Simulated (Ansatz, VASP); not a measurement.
# Two plane-wave programs on MnAs

```
CELL_PARAMETERS angstrom
3.71000 0.00000 0.00000
-1.85500 3.21295 0.00000
0.00000 0.00000 5.69100
ATOMIC_POSITIONS crystal
As 0.66667 0.33333 0.75000
As 0.33333 0.66667 0.25000
Mn 0.00000 0.00000 0.50000
Mn 0.00000 0.00000 0.00000
```

Alike in both runs: task single point; functional PBEsol; k mesh 8 × 8 × 5; occupations fermi-dirac, width 0.05 eV; collinear spin.

```csv
,VASP,Ansatz
version,VASP 6.6.1,Ansatz 0.2.0
potentials or method,"VASP PAW PBE potentials, release 64 (As, Mn_pv)",Ansatz PAW
plane-wave cutoff (eV),520,420
valence electrons in the cell,36,60
```

VASP gave:

```
gap on the k mesh at the Fermi level (eV)                     : none
pressure (GPa)                                                : -8.5
traceless stress, the component that is largest in VASP (GPa) : -1.94
net moment per atom (μB)                                      : 1.55
size of the moment on the site where the two differ most (μB) : 3.16
```

Which values does Ansatz return?

gap on the k mesh at the Fermi level (eV): none; pressure (GPa): -8.7; traceless stress, the component that is largest in VASP (GPa): -1.95; net moment per atom (μB): 1.56; size of the moment on the site where the two differ most (μB): 3.12.

VASP's potentials were made for PBE, not for PBEsol. Site moments also hang on the region over which each program counts them. A gap of «none» marks a metal or a gap that the smearing closes. The functional is the same, so the differences come from potentials, cutoffs and numerics. VASP's potentials hold 36 valence electrons a cell and Ansatz's 60, so a difference there can come from the potentials and not from the codes.
